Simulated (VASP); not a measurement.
Runs of VASP 6.6.1 on Be. The structure is that of space group Pm-3m (No. 221), or close to it. The cells are those of the table. This isn't the form of Be at room conditions, which is hcp.

| cell | k mesh | gap on the mesh (eV) | pressure (GPa) |
| --- | --- | --- | --- |
| a = 2.189 Å, 1 atom | 16 × 16 × 16 | none | 0.1 |
| a = 2.246 Å, 1 atom | 16 × 16 × 16 | none | -4.8 |
| a = 2.098 Å, 1 atom | 16 × 16 × 16 | none | 11.7 |
| a = 2.218 Å, 1 atom | 16 × 16 × 16 | none | -2.6 |
| a = 2.189 Å, 1 atom | 23 × 23 × 23 | none | (a) |
| a = 2.129 Å, 1 atom | 16 × 16 × 16 | none | 7.1 |
| a = 2.159 Å, 1 atom | 16 × 16 × 16 | none | (b) |
| a = 2.273 Å, 1 atom | 16 × 16 × 16 | none | (c) |

Alike in all rows: task single point; level revPBE; potentials or basis VASP PAW PBE potentials, release 64 (Be); no spin polarisation; cutoff (eV) 520; smearing fermi-dirac 0.1 eV.

**Question.** Estimate the missing entries.

**Answer.** (a) 0.0; (b) 3.3; (c) -6.7.

Caveats: the PAW data sets were made with another functional, which shifts forces and pressure a little; the cell stands under pressure (at least some runs); the cell stands under tension (at least some runs).

A gap of «none» marks levels without a gap at the run's occupations.
